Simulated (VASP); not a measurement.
Wanted: the native input for a VASP 6.6.1 run.

```yaml
Task: single point
Functional: r2SCAN
Potentials_or_basis: VASP PAW PBE potentials, release 64 (Ba_sv, Ti_sv, O)
Cutoff: 660 eV
k_mesh: 5 × 5 × 5
Occupations: fermi-dirac, width 0.1 eV
Spin: no spin polarisation
Dipole_correction: no
Further_INCAR_settings: ALGO = Normal; EDIFF = 1e-06; NBANDS = 28
```

BaTiO3:

```
Ba Ti O
1.0
    -3.93876    0.00000    0.00000
     0.00000   -2.80570    2.81530
     0.00000    2.80570    2.81530
Ba Ti O
1 1 3
Direct
  0.00000 0.00000 0.00000
  0.50000 0.51430 0.51430
  0.00000 0.48900 0.48900
  0.50000 0.99223 0.50443
  0.50000 0.50443 0.99223
```

These files were run (other wordings do the same):

POSCAR

```
BaTiO3
1.0
   -3.9387636000      0.0000000000      0.0000000000
    0.0000000000     -2.8056986900      2.8152967400
    0.0000000000      2.8056986900      2.8152967400
Ba Ti O
1 1 3
Direct
    0.0000000000      0.0000000000      0.0000000000
    0.5000000000      0.5143000000      0.5143000000
    0.0000000000      0.4890000000      0.4890000000
    0.5000000000      0.9922300000      0.5044300000
    0.5000000000      0.5044300000      0.9922300000
```

INCAR.step1

```
  ALGO = Normal
  EDIFF = 1E-5
  ENCUT = 660
  GGA = PE
  GGA_COMPAT = False
  ISMEAR = -1
  LASPH = True
  LCHARG = False
  LREAL = False
  LWAVE = True
  NBANDS = 28
  NELM = 120
  PREC = Accurate
  SIGMA = 0.1
```

INCAR.step2

```
  ALGO = Normal
  EDIFF = 1E-6
  ENCUT = 660
  GGA_COMPAT = False
  ISIF = 2
  ISMEAR = -1
  ISTART = 1
  LASPH = True
  LCHARG = True
  LELF = True
  LMIXTAU = True
  LREAL = False
  LVHAR = True
  LWAVE = False
  METAGGA = R2SCAN
  NBANDS = 28
  NELM = 120
  PREC = Accurate
  SIGMA = 0.1
```

KPOINTS

```
k-points
0
Gamma
  5 5 5
```

Potentials or basis: VASP PAW PBE potentials, release 64 (Ba_sv, Ti_sv, O).

Launch:

```console
$ cat potpaw_PBE.64/Ba_sv/POTCAR potpaw_PBE.64/Ti_sv/POTCAR potpaw_PBE.64/O/POTCAR > POTCAR
$ cp INCAR.step1 INCAR
$ mpirun -np 1 vasp_std > vasp.out
$ cp INCAR.step2 INCAR
$ mpirun -np 1 vasp_std > vasp.out
```

Results of the run:

```json
{
  "Pressure": "7.5 GPa",
  "Largest force": "0.222 eV/Å",
  "Band gap on the k mesh": "2.48 eV (least direct gap 2.55 eV)"
}
```

Caveat: the cell stands under pressure; the PAW data sets were made with another functional, which shifts forces and pressure a little; spin-orbit coupling is left out, which moves the levels of the heavy elements; an odd mesh through Γ misses points on the zone boundary, where band edges can lie.

It took 4.7 min on 1 thread of Intel Xeon 8259CL, with other jobs on the host, peak memory 0.26 GiB.
